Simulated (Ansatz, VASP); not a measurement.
**One calculation of Ga3BAs4, two programs**

```
B As Ga
1.0
     5.56562    0.00000    0.00000
     0.00000    5.56562    0.00000
     0.00000    0.00000    5.56562
B As Ga
1 4 3
Direct
  0.00000 0.00000 0.00000
  0.22764 0.22764 0.22764
  0.77236 0.77236 0.22764
  0.77236 0.22764 0.77236
  0.22764 0.77236 0.77236
  0.50000 0.50000 0.00000
  0.50000 0.00000 0.50000
  0.00000 0.50000 0.50000
```

Alike in both runs: task single point; functional PBE; k mesh 4 × 4 × 4; no spin polarisation.

```csv
,VASP,Ansatz
version,VASP 6.6.1,Ansatz 0.2.0
potentials or method,"VASP PAW PBE potentials, release 64 (B, As, Ga_d)","plane waves, PAW"
plane-wave cutoff (eV),520,420
occupations,"gaussian, width 0.01 eV",fixed
valence electrons in the cell,62,102
```

|  | VASP | Ansatz | Ansatz less VASP |
| --- | --- | --- | --- |
| gap on the k mesh at the Fermi level (eV) | 0.40 | 0.40 | -0.004 |
| pressure (GPa) | -1.8 | -2.0 | -0.18 |
| rms of the force components (eV/Å) | 0.004 | 0.001 | -0.0030 |

VASP's potentials hold 62 valence electrons a cell and Ansatz's 102, so a difference there can come from the potentials and not from the codes.
